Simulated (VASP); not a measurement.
Here is a VASP 6.6.1 calculation.

The input INCAR:

```
SYSTEM = SiW6
ALGO = Normal ; DIPOL = 0.5 0.5 0.318
EDIFF = 1E-7 ; ENCUT = 520
GGA = PE ; IDIPOL = 3
ISIF = 2 ; ISMEAR = 0
IVDW = 12 ; LASPH = .TRUE.
LCHARG = .TRUE. ; LDIPOL = .TRUE.
LELF = .TRUE. ; LREAL = .FALSE.
LVACPOTAV = .TRUE. ; LVHAR = .TRUE.
LWAVE = .FALSE. ; NBANDS = 53
NELM = 60 ; PREC = Accurate
SIGMA = 0.1
```

File KPOINTS:

```
k-points
0
G
  6 6 1
  0 0 0
```

The input POSCAR:

```
SiW6
1.0
    4.4682526324      0.0000000000      0.0000000000
   -2.2341263162      3.8696202902      0.0000000000
    0.0000000000      0.0000000000     21.7259061349
W Si
6 1
Direct
    0.6666666667      0.3333333333      0.1841119986
    0.3333333333      0.6666666667      0.2260931360
    0.0000000000      0.0000000000      0.2680742733
    0.6666666667      0.3333333333      0.3070897866
    0.3333333333      0.6666666667      0.3466976876
    0.0000000000      0.0000000000      0.3832248047
    0.8888888889      0.2222222222      0.5121032037
```

Potentials or basis: VASP PAW PBE potentials, release 64 (W_sv, Si).

The run is started by

```console
$ cat potpaw_PBE.64/W_sv/POTCAR potpaw_PBE.64/Si/POTCAR > POTCAR
$ mpirun -np 1 vasp_std > vasp.out
```

**Question.** Predict the dispersion energy per atom.

**Answer.** -0.404 eV.

**Question.** Estimate the band gap on the k mesh.

**Answer.** Zero (band 44 reaches 0.42 eV, above the bottom of band 45 at 0.21 eV).

**Question.** Predict the largest force.

**Answer.** 2.069 eV/Å.

Forces on the atoms (eV/Å):
```
W    0.002  0.042  2.068
W    0.081 -0.053 -0.630
W   -0.164  0.114 -2.037
W   -0.014 -0.082 -0.050
W    0.103 -0.172  0.657
W   -0.261  0.279  1.946
Si   0.254 -0.128 -1.955
```

Caveat: spin-orbit coupling is left out, which moves the levels of the heavy elements.
